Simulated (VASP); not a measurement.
A run of VASP 6.6.1 is set up as follows.

The input POSCAR:

```
Ag
1.0
    0.0000000000      2.0313636467      2.0313636467
    2.0313636467      0.0000000000      2.0313636467
    2.0313636467      2.0313636467      0.0000000000
Ag
1
Direct
    0.0000000000      0.0000000000      0.0000000000
```

Contents of INCAR.step1:

```
SYSTEM = Ag
  PREC = Accurate
  ENCUT = 520
  ISMEAR = 0
  SIGMA = 0.1
  LREAL = .False.
  LASPH = .True.
  NELM = 80
  NBANDS = 12
  GGA = PE
  ALGO = Normal
  EDIFF = 1E-4
  LWAVE = .True.
  LCHARG = .False.
```

INCAR.step2

```
SYSTEM = Ag
  PREC = Accurate
  ENCUT = 520
  EDIFF = 1E-6
  ISMEAR = 0
  SIGMA = 0.1
  LREAL = .False.
  LASPH = .True.
  NELM = 80
  ALGO = Normal
  ISIF = 2
  LWAVE = .False.
  LCHARG = .False.
  METAGGA = R2SCAN
  LMIXTAU = .True.
  NBANDS = 12
  ISTART = 1
```

The input KPOINTS:

```
regular mesh
0
Gamma
  18 18 18
  0 0 0
```

Potentials or basis: VASP PAW PBE potentials, release 64 (Ag).

Command:

```bash
$ cat potpaw_PBE.64/Ag/POTCAR > POTCAR
$ cp INCAR.step1 INCAR
$ mpirun -np 1 vasp_std > vasp.out
$ cp INCAR.step2 INCAR
$ mpirun -np 1 vasp_std > vasp.out
```

(1) What does it give for the pressure?

Answers

(1) 3.6 GPa.

Caveat: the PAW data sets were made with another functional, which shifts forces and pressure a little.
